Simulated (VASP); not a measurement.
Input of a VASP 6.6.1 run:

File INCAR:

```
PREC = Accurate
ENCUT = 600
EDIFF = 1E-6
ISMEAR = -1
SIGMA = 0.05
LREAL = F
LASPH = T
NELM = 60
ALGO = Normal
ISIF = 3
LWAVE = F
LCHARG = F
GGA = PS
IBRION = 2
NSW = 80
EDIFFG = -0.02
PSTRESS = 60.0
```

Contents of KPOINTS:

```
Automatic mesh
0
Gamma
  15 15 15
```

File POSCAR:

```
Cu
1.0
    0.0000000000      1.8075000000      1.8075000000
    1.8075000000      0.0000000000      1.8075000000
    1.8075000000      1.8075000000      0.0000000000
Cu
1
Direct
    0.0000000000      0.0000000000      0.0000000000
```

Potentials or basis: VASP PAW PBE potentials, release 64 (Cu).

Command:

```bash
$ cat potpaw_PBE.64/Cu/POTCAR > POTCAR
$ mpirun -np 1 vasp_std > vasp.out
```

Problem. Estimate the relaxed volume.

Solution. 10.98 Å³/atom.

Problem. Predict the space group after relaxing (to 0.05 Å).

Solution. Fm-3m (No. 225).

Problem. What does it give for the relaxed cell?

Solution. a = 2.495 Å, b = 2.495 Å, c = 2.495 Å, α = 60.00°, β = 60.00°, γ = 60.00°.

Final structure:
```cif
data_structure
_symmetry_space_group_name_H-M 'P 1'
_symmetry_Int_Tables_number 1
_cell_length_a 2.4949
_cell_length_b 2.4949
_cell_length_c 2.4949
_cell_angle_alpha 60.000
_cell_angle_beta 60.000
_cell_angle_gamma 60.000
_cell_volume 10.98
loop_
_atom_site_label
_atom_site_type_symbol
_atom_site_fract_x
_atom_site_fract_y
_atom_site_fract_z
_atom_site_occupancy
Cu1 Cu 0.00000 0.00000 0.00000 1
```

Caveat: the cell is relaxed towards a set pressure, so the enthalpy falls and the energy may rise; the PAW data sets were made with another functional, which shifts forces and pressure a little.
